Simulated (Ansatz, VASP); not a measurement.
## NaCl in VASP and in Ansatz

```
CELL_PARAMETERS angstrom
0.00000 2.80270 2.80270
2.80270 0.00000 2.80270
2.80270 2.80270 0.00000
ATOMIC_POSITIONS crystal
Na 0.00000 0.00000 0.00000
Cl 0.50000 0.50000 0.50000
```

Alike in both runs: task single point; functional PBEsol; dispersion D3(BJ); k mesh 6 × 6 × 6; no spin polarisation.

|  | VASP | Ansatz |
| --- | --- | --- |
| version | VASP 6.6.1 | Ansatz 0.2.0 |
| potentials or method | VASP PAW PBE potentials, release 64 (Na_pv, Cl) | plane waves |
| plane-wave cutoff (eV) | 500 | 420 |
| occupations | gaussian, width 0.01 eV | fixed |
| valence electrons in the cell | 14 | 16 |

|  | VASP | Ansatz | Ansatz less VASP |
| --- | --- | --- | --- |
| gap on the k mesh at the Fermi level (eV) | 5.00 | 5.00 | +0.004 |
| pressure (GPa) | -1.5 | -1.5 | 0.00 |

VASP's potentials were made for PBE, not for PBEsol. VASP's potentials hold 14 valence electrons a cell and Ansatz's 16, so a difference there can come from the potentials and not from the codes.
